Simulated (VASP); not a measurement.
A run of VASP 6.6.1 is set up as follows.

Contents of POSCAR:

```
CaO
1.0
    2.9454022684      0.0421933036      0.0421933036
    0.0421933036      2.9454022684      0.0421933036
    0.0421933036      0.0421933036      2.9454022684
Ca O
1 1
Direct
    0.0000000000      0.0000000000      0.0000000000
    0.5000000000      0.5000000000      0.5000000000
```

Contents of INCAR.step1:

```
  PREC = Accurate
  ENCUT = 520
  ISMEAR = 0
  SIGMA = 0.01
  LREAL = F
  LASPH = T
  NELM = 80
  NBANDS = 15
  GGA = PE
  ALGO = Normal
  EDIFF = 1E-4
  LWAVE = T
  LCHARG = F
```

File INCAR.step2:

```
  PREC = Accurate
  ENCUT = 520
  EDIFF = 1E-6
  ISMEAR = 0
  SIGMA = 0.01
  LREAL = F
  LASPH = T
  NELM = 80
  ALGO = Normal
  ISIF = 2
  LWAVE = F
  LCHARG = F
  METAGGA = R2SCAN
  LMIXTAU = T
  NBANDS = 15
  ISTART = 1
```

Contents of KPOINTS:

```
regular mesh
0
Gamma
  8 8 8
```

Potentials or basis: VASP PAW PBE potentials, release 64 (Ca_sv, O).

The run is started by

```console
$ cat potpaw_PBE.64/Ca_sv/POTCAR potpaw_PBE.64/O/POTCAR > POTCAR
$ cp INCAR.step1 INCAR
$ mpirun -np 1 vasp_std > vasp.out
$ cp INCAR.step2 INCAR
$ mpirun -np 1 vasp_std > vasp.out
```

Predict the band gap on the k mesh.

3.31 eV (least direct gap 3.58 eV).

Estimate the pressure.

-3.7 GPa.

Stress tensor (GPa, compression positive):
```
-3.66  0.47  0.47
 0.47 -3.66  0.47
 0.47  0.47 -3.66
```

Caveat: the cell differs from its parent crystal (strain along [111] +4.4%); the cell stands under tension; the PAW data sets were made with another functional, which shifts forces and pressure a little. A k mesh can miss the band edges.
